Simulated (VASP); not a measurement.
Here is a VASP 6.6.1 calculation.

The input INCAR:

```
PREC = Accurate
ENCUT = 520
EDIFF = 1E-6
ISMEAR = 0
SIGMA = 0.1
LREAL = F
LASPH = T
NELM = 100
ALGO = Normal
ISIF = 2
LWAVE = F
LCHARG = T
GGA = PE
LELF = T
LVHAR = T
NBANDS = 51
```

Contents of KPOINTS:

```
regular mesh
0
Gamma
  6 6 12
```

File POSCAR:

```
Ti2SiSe2
1.0
    7.3638271374      0.0000000000      0.0000000000
    0.0000000000      7.3638271374      0.0000000000
    0.0000000000      0.0000000000      3.1660043107
Ti Si Se
4 2 4
Direct
    0.8452307213      0.3452307213      0.5000000000
    0.6547692787      0.8452307213      0.5000000000
    0.3452307213      0.1547692787      0.5000000000
    0.1547692787      0.6547692787      0.5000000000
    0.0000000000      0.0000000000      0.0000000000
    0.5000000000      0.5000000000      0.0000000000
    0.1410733254      0.3589266746      0.0000000000
    0.3589266746      0.8589266746      0.0000000000
    0.6410733254      0.1410733254      0.0000000000
    0.8589266746      0.6410733254      0.0000000000
```

Potentials or basis: VASP PAW PBE potentials, release 64 (Ti_sv, Si, Se).

The run is started by

```sh
$ cat potpaw_PBE.64/Ti_sv/POTCAR potpaw_PBE.64/Si/POTCAR potpaw_PBE.64/Se/POTCAR > POTCAR
$ mpirun -np 1 vasp_std > vasp.out
```

Task: Predict the largest force.

Result: 0.004 eV/Å.

Task: Predict the pressure.

Result: 0.1 GPa.

Forces on the atoms (eV/Å):
```
Ti  -0.003 -0.003  0.000
Ti   0.003 -0.003  0.000
Ti  -0.003  0.003  0.000
Ti   0.003  0.003  0.000
Si   0.000  0.000  0.000
Si   0.000  0.000  0.000
Se   0.002 -0.002  0.000
Se  -0.002 -0.002  0.000
Se   0.002  0.002  0.000
Se  -0.002  0.002  0.000
```
